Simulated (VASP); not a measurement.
Ge, 2 atoms in the cell. It takes space group I4_1/amd (No. 141, tetragonal). Conventional cell: a = 5.072 Å, b = 5.072 Å, c = 2.711 Å, α = 90.00°, β = 90.00°, γ = 90.00°. Within 3.5 Å of Ge (site symmetry -4m2) lie 10 Ge at 2.62 to 3.25 Å.  This cell differs from its parent crystal: strain -0.015 along x and y, -0.030 along z.

```yaml
Program: VASP 6.6.1
Task: single point
Functional: PBEsol
Potentials_or_basis: VASP PAW PBE potentials, release 64 (Ge_d)
Cutoff: 520 eV
k_mesh: 20 × 20 × 20
Occupations: gaussian, width 0.15 eV
Spin: no spin polarisation
Dipole_correction: no
Further_INCAR_settings: ALGO = Normal; EDIFF = 1e-07; NBANDS = 21
```

Potentials or basis: VASP PAW PBE potentials, release 64 (Ge_d).

The run is started by

```sh
$ cat potpaw_PBE.64/Ge_d/POTCAR > POTCAR
$ mpirun -np 1 vasp_std > vasp.out
```

Hardware: 1 thread of Intel(R) Xeon(R) 6975P-C (Granite Rapids), with other jobs on the host.

How long does it take, and how much memory?

Run time: 5.5 min on 1 thread of Intel(R) Xeon(R) 6975P-C (Granite Rapids), with other jobs on the host, peak memory 0.45 GiB. Counts: scf iterations 12, k points 641.
